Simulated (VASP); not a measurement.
# AlN (F-43m) in VASP: a series of runs

AlN is run at these levels: PBEsol, PBE; tasks: single point.

All numbers are computed with VASP 6.6.1; they aren't measurements. Logs are shortened: lines on timing, memory, paths and dates and some standing lists are left out, and cuts for length are marked.

## 1. The cell of the first run

Symmetry: F-43m, No. 216, cubic system. The conventional cell has a = 4.377 Å, b = 4.377 Å, c = 4.377 Å, α = 90.00°, β = 90.00°, γ = 90.00°. Within 2.5 Å of Al (site symmetry -43m) lie 4 N at 1.90 Å. N (site symmetry -43m) has 4 Al at 1.90 Å within 2.5 Å.

## 2. Single point, PBEsol

The input, INCAR:

```
SYSTEM = AlN
ALGO = Normal
EDIFF = 1E-7
ENCUT = 520
GGA = PS
ISIF = 2
ISMEAR = 0
LASPH = .TRUE.
LCHARG = .FALSE.
LREAL = .FALSE.
LWAVE = .FALSE.
NBANDS = 11
NELM = 60
PREC = Accurate
SIGMA = 0.01
```

The input, KPOINTS:

```
k-points
0
G
  7 7 7
  0 0 0
```

The input, POSCAR:

```
AlN
1.0
    0.0000000000      2.1886361873      2.1886361873
    2.1886361873      0.0000000000      2.1886361873
    2.1886361873      2.1886361873      0.0000000000
Al N
1 1
Direct
    0.0000000000      0.0000000000      0.0000000000
    0.7500000000      0.7500000000      0.7500000000
```

Potentials or basis: VASP PAW PBE potentials, release 64 (Al, N).

Started as:

```console
$ cat potpaw_PBE.64/Al/POTCAR potpaw_PBE.64/N/POTCAR > POTCAR
$ mpirun -np 1 vasp_std > vasp.out
```

OUTCAR:

```text
SYSTEM = AlN
   EDIFF = 1E-7
   ENCUT = 520
   GGA = PS
   ISIF = 2
   ISMEAR = 0
   LASPH = .TRUE.
   LREAL = .FALSE.
   NELM = 60
   PREC = Accurate

 ion  position               nearest neighbor table
   1  0.000  0.000  0.000-   2 1.90   2 1.90   2 1.90   2 1.90
   2  0.750  0.750  0.750-   1 1.90   1 1.90   1 1.90   1 1.90

  LATTYP: Found a face centered cubic cell.
 ALAT       =     4.3772723746

  Lattice vectors:

 A1 = (   0.0000000000,   2.1886361873,   2.1886361873)
 A2 = (   2.1886361873,   0.0000000000,   2.1886361873)
 A3 = (   2.1886361873,   2.1886361873,   0.0000000000)

Analysis of symmetry for initial positions (statically):
=====================================================================
 Subroutine PRICEL returns:
 Original cell was already a primitive cell.

 Routine SETGRP: Setting up the symmetry group for a
 face centered cubic supercell.

 Subroutine GETGRP returns: Found 24 space group operations
 (whereof 24 operations were pure point group operations)
 out of a pool of 48 trial point group operations.

The static configuration has the point symmetry T_d .

Analysis of symmetry for dynamics (positions and initial velocities):
=====================================================================
 Subroutine PRICEL returns:
 Original cell was already a primitive cell.

 Routine SETGRP: Setting up the symmetry group for a
 face centered cubic supercell.

 Subroutine GETGRP returns: Found 24 space group operations
 (whereof 24 operations were pure point group operations)
 out of a pool of 48 trial point group operations.

The dynamic configuration has the point symmetry T_d .

 Subroutine INISYM returns: Found 24 space group operations
 (whereof 24 operations are pure point group operations),
 and found     1 'primitive' translations

----------------------------------------------------------------------------------------

                                     Primitive cell

  volume of cell :      20.9677

  direct lattice vectors                    reciprocal lattice vectors
     0.000000000  2.188636187  2.188636187    -0.228452770  0.228452770  0.228452770
     2.188636187  0.000000000  2.188636187     0.228452770 -0.228452770  0.228452770
     2.188636187  2.188636187  0.000000000     0.228452770  0.228452770 -0.228452770

  length of vectors
     3.095198979  3.095198979  3.095198979     0.395691805  0.395691805  0.395691805

  position of ions in fractional coordinates (direct lattice)
     0.000000000  0.000000000  0.000000000
     0.750000000  0.750000000  0.750000000

  ion indices of the primitive-cell ions
   primitive index   ion index
                 1           1
                 2           2

----------------------------------------------------------------------------------------

 KPOINTS: k-points

Automatic generation of k-mesh.
 Grid dimensions read from file:
 generate k-points for:    7    7    7

 Generating k-lattice:

  Cartesian coordinates                     Fractional coordinates (reciprocal lattice)
    -0.032636110  0.032636110  0.032636110     0.142857143  0.000000000  0.000000000
     0.032636110 -0.032636110  0.032636110     0.000000000  0.142857143  0.000000000
     0.032636110  0.032636110 -0.032636110     0.000000000  0.000000000  0.142857143

  Length of vectors
     0.056527401  0.056527401  0.056527401

  Shift w.r.t. Gamma in fractional coordinates (k-lattice)
     0.000000000  0.000000000  0.000000000

 Subroutine IBZKPT returns following result:
 ===========================================

 Found     20 irreducible k-points:

 Following reciprocal coordinates:
            Coordinates               Weight
  0.000000  0.000000  0.000000      1.000000
  0.142857  0.000000  0.000000      8.000000
  0.285714  0.000000  0.000000      8.000000
  0.428571  0.000000  0.000000      8.000000
  0.142857  0.142857  0.000000      6.000000
  0.285714  0.142857  0.000000     24.000000
[... 12 lines left out ...]
 -0.428571  0.428571  0.142857     24.000000
 -0.285714  0.428571  0.142857     24.000000
   k-points           NKPTS =     20   k-points in BZ     NKDIM =     20   number of bands    NBANDS=     11
   number of dos      NEDOS =    301   number of ions     NIONS =      2
   total plane-waves  NPLWV =  13824
   dimension x,y,z NGX =    24 NGY =   24 NGZ =   24
   dimension x,y,z NGXF=    48 NGYF=   48 NGZF=   48
   ions per type =               1   1
   NGX,Y,Z   is equivalent  to a cutoff of  12.89, 12.89, 12.89 a.u.
   NGXF,Y,Z  is equivalent  to a cutoff of  25.78, 25.78, 25.78 a.u.
 SYSTEM =  AlN
   PREC   = accura    normal or accurate (medium, high low for compatibility)
   ISTART =      0    job   : 0-new  1-cont  2-samecut
   ICHARG =      2    charge: 1-file 2-atom 10-const
   ISPIN  =      1    spin polarized calculation?
   LNONCOLLINEAR =      F non collinear calculations
   LSORBIT =      F    spin-orbit coupling
   LASPH  =      T    aspherical Exc in radial PAW
   ENCUT  =  520.0 eV  38.22 Ry    6.18 a.u.   5.76  5.76  5.76*2*pi/ulx,y,z
   NELM   =     60;   NELMIN=  2; NELMDL= -5     # of ELM steps
   EDIFF  = 0.1E-06   stopping-criterion for ELM
   LREAL  =      F    real-space projection
   EDIFFG = 0.1E-05   stopping-criterion for IOM
   NSW    =      0    number of steps for IOM
   IBRION =     -1    ionic relax: 0-MD 1-quasi-New 2-CG
   NFREE  =      0    steps in history (QN), initial steepest desc. (CG)
   ISIF   =      2    stress and relaxation
   ISYM   =      2    0-nonsym 1-usesym 2-fastsym
   POTIM  = 0.5000    time-step for ionic-motion
   TEBEG  =    0.0;   TEEND  =   0.0 temperature during run
   PSTRESS=    0.0 pullay stress
   NELECT =       8.0000    total number of electrons
   NUPDOWN=      -1.0000    fix difference up-down
   EMIN   =  10.00;   EMAX   =-10.00  energy-range for DOS
   EFERMI =   0.00;   METHOD = LEGACY
   ISMEAR =     0;   SIGMA  =   0.01  broadening in eV -4-tet -1-fermi 0-gaus
   EFERMI_NEDOS =   21; number of points for ismear=-14 and -15
   IALGO  =     38    algorithm
   IMIX   =      4    mixing-type and parameters
     AMIX     =   0.40;   BMIX     =  1.00
     AMIX_MAG =   1.60;   BMIX_MAG =  1.00
  volume/ion in A,a.u.               =      10.48        70.75
  Fermi-wavevector in a.u.,A,eV,Ry     =   1.187375  2.243813 19.182303  1.409860
  Thomas-Fermi vector in A             =   2.323528
   LORBIT       =      0    0 simple, 1 ext, 2 COOP (PROOUT), +10 PAW based schemes
   GGA     = PS    functional components
   LHFCALC =     F    Hartree Fock is set to
   AEXX    =    0.0000 exact exchange contribution
   IVDW    =     0    specifies the selected vdW correction
   LEPSILON=     F    determine dielectric tensor
   LRPA    =     F    only Hartree local field effects (RPA)
 non-spin polarized calculation
 Gauss-broadening in eV      SIGMA  =   0.01
  energy-cutoff  :      520.00
  volume of cell :       20.97
 maximum number of plane-waves:       572
   NGX = 11   NGY = 11   NGZ = 11

 number of electron       8.0000000 magnetization

 Free energy of the ion-electron system (eV)
  ---------------------------------------------------
  ext. energy  EPLUGINS =         0.00000000
  ---------------------------------------------------
  free energy    TOTEN  =       -15.61087726 eV

  energy without entropy =      -15.61087726  energy(sigma->0) =      -15.61087726

 E-fermi :   5.9364     XC(G=0): -11.1012

 val. band max:        5.8189794980   @ k =   0.0000   0.0000   0.0000
 cond. band min:       9.3043690678   @ k =   0.4286   0.4286   0.0000
 fundamental gap:      3.4853895699
 Fermi energy:         5.9364081968

 k-point     1 :       0.0000    0.0000    0.0000
  band No.  band energies     occupation
      1      -9.1023      2.00000
      2       5.8190      2.00000
      3       5.8190      2.00000
      4       5.8190      2.00000
      5       9.8954      0.00000
      6      18.2247      0.00000
      7      18.2247      0.00000
      8      18.2247      0.00000
      9      23.3550      0.00000
     10      23.3550      0.00000
     11      24.6950      0.00000

 k-point     2 :       0.1429    0.0000    0.0000
  band No.  band energies     occupation
      1      -8.8063      2.00000
      2       4.3446      2.00000
      3       5.7181      2.00000
      4       5.7181      2.00000
      5      11.0486      0.00000
      6      17.5069      0.00000
      7      18.4084      0.00000
      8      18.4084      0.00000
      9      21.6524      0.00000
     10      21.6524      0.00000
     11      23.4538      0.00000

 k-point     3 :       0.2857    0.0000    0.0000
  band No.  band energies     occupation
      1      -8.0208      2.00000
      2       1.9588      2.00000
      3       5.5098      2.00000
      4       5.5098      2.00000
      5      12.4195      0.00000
      6      16.3754      0.00000
      7      17.7327      0.00000
      8      17.7327      0.00000
      9      22.3845      0.00000
     10      22.3845      0.00000
     11      22.8091      0.00000

 k-point     4 :       0.4286    0.0000    0.0000
  band No.  band energies     occupation
      1      -7.1858      2.00000
      2       0.2012      2.00000
      3       5.3586      2.00000
      4       5.3586      2.00000
      5      12.9874      0.00000
      6      15.6464      0.00000
      7      16.9264      0.00000
      8      16.9264      0.00000
      9      23.3851      0.00000
     10      24.9419      0.00000
     11      24.9419      0.00000

 k-point     5 :       0.1429    0.1429    0.0000
  band No.  band energies     occupation
      1      -8.7084      2.00000
      2       4.4214      2.00000
      3       5.4202      2.00000
      4       5.4202      2.00000
      5      11.3346      0.00000
      6      17.1111      0.00000
      7      18.7716      0.00000
      8      18.7716      0.00000
      9      18.9155      0.00000
     10      23.9688      0.00000
     11      25.9521      0.00000
[... 155 lines left out ...]
 k-point    17 :       0.4286    0.2857    0.1429
  band No.  band energies     occupation
      1      -7.4154      2.00000
      2       1.8298      2.00000
      3       3.9682      2.00000
      4       4.9816      2.00000
      5      12.4041      0.00000
      6      16.0585      0.00000
      7      16.4510      0.00000
      8      19.0112      0.00000
      9      20.7485      0.00000
     10      25.3973      0.00000
     11      27.7946      0.00000

 k-point    18 :      -0.4286    0.2857    0.1429
  band No.  band energies     occupation
      1      -6.7487      2.00000
      2       1.0029      2.00000
      3       3.3221      2.00000
      4       4.5591      2.00000
      5      12.4865      0.00000
      6      15.3796      0.00000
      7      17.4887      0.00000
      8      18.7051      0.00000
      9      22.2056      0.00000
     10      24.7141      0.00000
     11      28.3324      0.00000

 k-point    19 :      -0.4286    0.4286    0.1429
  band No.  band energies     occupation
      1      -6.5106      2.00000
      2       1.3404      2.00000
      3       3.3295      2.00000
      4       3.6851      2.00000
      5      10.7942      0.00000
      6      15.6764      0.00000
      7      18.0546      0.00000
      8      19.6195      0.00000
      9      21.8006      0.00000
     10      26.3250      0.00000
     11      30.1029      0.00000

 k-point    20 :      -0.2857    0.4286    0.1429
  band No.  band energies     occupation
      1      -6.4012      2.00000
      2       1.8286      2.00000
      3       2.1157      2.00000
      4       3.8176      2.00000
      5      11.6840      0.00000
      6      16.2845      0.00000
      7      18.0181      0.00000
      8      18.5145      0.00000
      9      22.3803      0.00000
     10      24.4972      0.00000
     11      30.4820      0.00000

------------------------ aborting loop because EDIFF is reached ----------------------------------------

  FORCE on cell =-STRESS in cart. coord.  units (eV):
  Direction    XX          YY          ZZ          XY          YZ          ZX
  --------------------------------------------------------------------------------------
  -------------------------------------------------------------------------------------
  Total        0.0031244      0.0031244      0.0031244     -0.0000000      0.0000000     -0.0000000
  in kB        0.2387408      0.2387408      0.2387408     -0.0000000      0.0000000     -0.0000000
  external PRESSURE =       0.2387408 kB  Pullay stress =       0.0000000 kB

 VOLUME and BASIS-vectors are now :
 -----------------------------------------------------------------------------
  energy-cutoff  :      520.00
  volume of cell :       20.97
      direct lattice vectors                 reciprocal lattice vectors
     0.000000000  2.188636187  2.188636187    -0.228452770  0.228452770  0.228452770
     2.188636187  0.000000000  2.188636187     0.228452770 -0.228452770  0.228452770
     2.188636187  2.188636187  0.000000000     0.228452770  0.228452770 -0.228452770

 POSITION                                       TOTAL-FORCE (eV/Angst)
 -----------------------------------------------------------------------------------
      0.00000      0.00000      0.00000         0.000000      0.000000      0.000000
      3.28295      3.28295      3.28295        -0.000000     -0.000000     -0.000000
 -----------------------------------------------------------------------------------
    total drift:                               -0.000000     -0.000000     -0.000000

  FREE ENERGIE OF THE ION-ELECTRON SYSTEM (eV)
  ---------------------------------------------------
  free  energy   TOTEN  =       -15.6108772648 eV

  energy  without entropy=      -15.6108772648  energy(sigma->0) =      -15.61087726
```

It took 5.8 s on 1 thread of Intel Xeon 8259CL, shared host; peak memory 0.13 GiB.

What came out:

```
Free energy            : -15.6109 eV
Pressure               : 0.0 GPa
Band gap on the k mesh : 3.49 eV, indirect (least direct gap 4.08 eV)
```

Levels at points of the mesh, in eV from the valence-band top:
```csv
k point,band 1,band 2,band 3,band 4,band 5,band 6,band 7,band 8
"(0.00, 0.00, 0.00)",-14.92,0.00,0.00,0.00,4.08,12.41,12.41,12.41
```

Caveat: the PAW data sets were made with another functional, which shifts forces and pressure a little.

## 3. Single point, PBE

This run uses another cell than the first one, of 10.67 Å³/atom, 1.018 times its volume.

The input, INCAR:

```
SYSTEM = AlN
PREC = Accurate
ENCUT = 520
EDIFF = 1E-7
ISMEAR = 0
SIGMA = 0.01
LREAL = .False.
LASPH = .True.
NELM = 80
ALGO = Normal
ISIF = 2
LWAVE = .False.
LCHARG = .False.
GGA = PE
NBANDS = 11
```

The input, KPOINTS:

```
Automatic mesh
0
Gamma
  7 7 7
  0 0 0
```

The input, POSCAR:

```
AlN
1.0
    0.0000000000      2.2015741327      2.2015741327
    2.2015741327      0.0000000000      2.2015741327
    2.2015741327      2.2015741327      0.0000000000
Al N
1 1
Direct
    0.0000000000      0.0000000000      0.0000000000
    0.7500000000      0.7500000000      0.7500000000
```

Potentials or basis: VASP PAW PBE potentials, release 64 (Al, N).

Started as:

```console
$ cat potpaw_PBE.64/Al/POTCAR potpaw_PBE.64/N/POTCAR > POTCAR
$ mpirun -np 1 vasp_std > vasp.out
```

Wall time 5.7 s (1 thread of Intel Xeon 8259CL, shared host); peak memory 0.13 GiB.

The run converged. Its results:

```yaml
Free_energy: -14.8470 eV
Pressure: -0.3 GPa
Band_gap_on_the_k_mesh: 3.60 eV, indirect (least direct gap 3.98 eV)
```

Levels at points of the mesh, in eV from the valence-band top:
```csv
k point,band 1,band 2,band 3,band 4,band 5,band 6,band 7,band 8,band 9
"(0.00, 0.00, 0.00)",-14.84,0.00,0.00,0.00,3.98,12.32,12.32,12.32,17.50
```

A k mesh can miss the band edges. As with any semilocal functional, this PBE gap is likely too small.
